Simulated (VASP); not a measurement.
Wanted: the native input for a VASP 6.6.1 run.

```yaml
Task: single point
Functional: PBE
Potentials_or_basis: VASP PAW PBE potentials, release 64 (B, N, Se)
Cutoff: 520 eV
k_mesh: 2 × 2 × 2, shifted
Occupations: fermi-dirac, width 0.01 eV
Spin: no spin polarisation
Dipole_correction: no
Further_INCAR_settings: LREAL = Auto; ALGO = Normal; EDIFF = 1e-07; NBANDS = 94
```

The structure of B17SeN17 (a cell with a defect) lies in POSCAR:

```
B17SeN17
1.0
    7.4650312844      0.0000000000      0.0000000000
   -3.7325156422      6.4649067324      0.0000000000
    0.0000000000      0.0000000000      6.4954828762
B N Se
17 17 1
Direct
    0.1047343528      0.2186529820      0.2522416324
    0.2106215916      0.1129708305      0.7536336093
    0.1045615982      0.5517438522      0.2488414452
    0.2211249332      0.4446802412      0.7277045226
    0.1044843115      0.8850830159      0.2541575724
    0.2302798856      0.7843076465      0.7450946535
    0.4382037613      0.2193613051      0.2684531379
    0.5790626794      0.1148464469      0.7448682717
    0.4382624437      0.5520885362      0.2653215824
    0.4378861575      0.8851131054      0.2537722340
    0.5565255042      0.7670654141      0.7464661035
    0.7713414853      0.2186614106      0.2526484593
    0.8877306651      0.1008829161      0.7152251852
    0.7711169963      0.5520231804      0.2652805707
    0.9000915694      0.4465705222      0.7225145511
    0.7712919724      0.8851189860      0.2524063915
    0.8890769594      0.7678211252      0.7443981802
    0.1062609043      0.2197102814      0.7173963974
    0.2153747082      0.1077512738      0.2592467276
    0.1203974694      0.5624987750      0.7259252484
    0.2156186986      0.4411317278      0.2514919490
    0.1167178284      0.8926933926      0.7479266911
    0.2153094240      0.7744157101      0.2508656468
    0.5484848411      0.1078801106      0.2599216762
    0.4359722137      0.5444933425      0.7466880115
    0.5489065643      0.4419450414      0.2818298021
    0.4536948998      0.8924033126      0.7505631969
    0.5488165326      0.7746968928      0.2551259644
    0.7899725714      0.2205823353      0.7062539807
    0.8820963397      0.1078660987      0.2454413495
    0.7883247963      0.5479923861      0.7440468048
    0.8817110131      0.4410278772      0.2510909949
    0.7785355003      0.8795570469      0.7381105584
    0.8820006764      0.7744705038      0.2551326806
    0.4991459011      0.3205767112      0.8339436147
```

One way to write it, as run:

INCAR

```
PREC = Accurate
ENCUT = 520
EDIFF = 1E-7
ISMEAR = -1
SIGMA = 0.01
LREAL = Auto
LASPH = T
NELM = 80
ALGO = Normal
ISIF = 2
LWAVE = F
LCHARG = F
GGA = PE
NBANDS = 94
```

KPOINTS

```
Automatic mesh
0
Gamma
  2 2 2
  0.5 0.5 0.5
```

Potentials or basis: VASP PAW PBE potentials, release 64 (B, N, Se).

Run with:

```console
$ cat potpaw_PBE.64/B/POTCAR potpaw_PBE.64/N/POTCAR potpaw_PBE.64/Se/POTCAR > POTCAR
$ mpirun -np 1 vasp_std > vasp.out
```

Results of the run:

| Property | Result |
| --- | --- |
| Pressure | 10.4 GPa |
| Largest force | 0.380 eV/Å |
| Band gap on the k mesh | 1.97 eV |

Wall time 14 min on 1 thread of Intel(R) Xeon(R) Platinum 8488C (Sapphire Rapids), on a shared host, peak memory 0.51 GiB.
